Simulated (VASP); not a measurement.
**Fe: single point with PBE**

The system is Fe.

```
Fe
1.0
     2.83135    0.00000    0.00000
     0.00000    2.83135    0.00000
     0.00000    0.00000    2.83135
Fe
2
Direct
  0.00000 0.00000 0.00000
  0.50000 0.50000 0.50000
```

| Item | Value |
| --- | --- |
| Program | VASP 6.6.1 |
| Task | single point |
| Functional | PBE |
| Potentials or basis | VASP PAW PBE potentials, release 64 (Fe) |
| Cutoff | 520 eV |
| k mesh | 14 × 14 × 14 |
| Occupations | fermi-dirac, width 0.1 eV |
| Spin | collinear spin, ferromagnetic start |
| Starting moments | [2.5, 2.5] μB |

* Pressure: 0.0 GPa
* Net moment: 4.36 μB per cell
* Site moments: Fe +2.18 μB
* Valence electrons inside the program's atomic spheres: Fe 7.27

Levels at points of the mesh, in eV from the Fermi level:
Spin up:
| k point | band 7 | band 8 | band 9 | band 10 | band 11 | band 12 | band 13 | band 14 |
| --- | --- | --- | --- | --- | --- | --- | --- | --- |
| (0.00, 0.00, 0.00) | -1.10 | -1.10 | 0.11 | 0.11 | 0.11 | 9.93 | 9.93 | 9.93 |
| (0.50, 0.00, 0.00) | -1.86 | -1.86 | -1.12 | -1.12 | 0.21 | 0.21 | 17.10 | 17.10 |
| (0.50, 0.50, 0.00) | -0.91 | -0.91 | 0.38 | 0.38 | 0.51 | 0.51 | 7.36 | 7.36 |
| (0.50, 0.50, 0.50) | -0.87 | -0.87 | -0.87 | -0.87 | 8.63 | 8.63 | 8.63 | 8.63 |
Spin down:
| k point | band 3 | band 4 | band 5 | band 6 | band 7 | band 8 | band 9 | band 10 |
| --- | --- | --- | --- | --- | --- | --- | --- | --- |
| (0.00, 0.00, 0.00) | -3.04 | -0.41 | -0.41 | -0.41 | 1.65 | 1.65 | 2.28 | 2.28 |
| (0.50, 0.00, 0.00) | -0.79 | -0.79 | -0.03 | -0.03 | -0.03 | -0.03 | 0.90 | 0.90 |
| (0.50, 0.50, 0.00) | -1.69 | -1.69 | 0.62 | 0.62 | 1.50 | 1.50 | 1.90 | 1.90 |
| (0.50, 0.50, 0.50) | -1.86 | -1.86 | -1.86 | -1.86 | 1.95 | 1.95 | 1.95 | 1.95 |

Wall time 31 s on 1 thread of Intel(R) Xeon(R) 6975P-C (Granite Rapids), with other jobs on the host, peak memory 0.2 GiB.
